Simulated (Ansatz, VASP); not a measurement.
**Cs4In in VASP and in Ansatz**

File INCAR:

```
PREC = Accurate
ENCUT = 600
EDIFF = 1E-6
ISMEAR = 0
SIGMA = 0.1
LREAL = F
LASPH = T
NELM = 100
ALGO = Fast
ISIF = 3
LWAVE = F
LCHARG = F
GGA = PE
IBRION = 2
NSW = 100
EDIFFG = -0.01
```

Contents of KPOINTS:

```
Automatic mesh
0
Gamma
  6 6 6
```

File POSCAR:

```
Cs4In
1.0
   -4.7764776013      4.7764776013      4.7764776013
    4.7764776013     -4.7764776013      4.7764776013
    4.7764776013      4.7764776013     -4.7764776013
Cs In
4 1
Direct
    0.5000000000      0.5000000000      0.5000000000
    0.5000000000      0.0000000000      0.0000000000
    0.0000000000      0.0000000000      0.5000000000
    0.0000000000      0.5000000000      0.0000000000
    0.0000000000      0.0000000000      0.0000000000
```

Input for Ansatz:

```yaml
crystal:
  lattice:
    - [-4.7764776013, 4.7764776013, 4.7764776013]
    - [4.7764776013, -4.7764776013, 4.7764776013]
    - [4.7764776013, 4.7764776013, -4.7764776013]
  atoms:
    - { symbol: Cs, position: [0.5, 0.5, 0.5] }
    - { symbol: Cs, position: [0.5, 0.0, 0.0] }
    - { symbol: Cs, position: [0.0, 0.0, 0.5] }
    - { symbol: Cs, position: [0.0, 0.5, 0.0] }
    - { symbol: In, position: [0.0, 0.0, 0.0] }
basis:
  ecutwfc: 420
kpoints:
  mp_grid: { grid: [6, 6, 6] }
hamiltonian:
  xc: pbe
scf:
  occupations: { method: gaussian, width: 0.1 }
output:
  forces: true
  stress: true
  eigenvalues: true
  write_density: true
  write_potential: true
  elf: true
  volumetric_format: npy
relax:
  adjacent_minimum: "off"
  f_tol: 0.01
  max_steps: 80
  cell: { stress_tol: 0.05 }
```

Change from the starting cell: species swapped into the GeF4 type (I-43m, No. 217).

Alike in both runs: task relaxation of cell and atoms; functional PBE; k mesh 6 × 6 × 6; occupations gaussian, width 0.1 eV; no spin polarisation.

|  | VASP | Ansatz |
| --- | --- | --- |
| version | VASP 6.6.1 | Ansatz 0.2.0 |
| potentials or method | VASP PAW PBE potentials, release 64 (Cs_sv, In_d), cutoff 600 eV | scalar-relativistic, plane waves, PAW |
| valence electrons in the cell | 49 | 49 |

```csv
,VASP,Ansatz,Ansatz less VASP
"gap on the k mesh at the Fermi level, each at its own relaxed structure (eV)",none,none,-
relaxed volume (Å³/atom),90.08,89.96,-0.113
relaxed cell length with the largest relative difference (Å),8.364,8.360,-0.0035
```

A gap of «none» marks a metal or a gap that the smearing closes.

Spin-orbit coupling is off throughout.
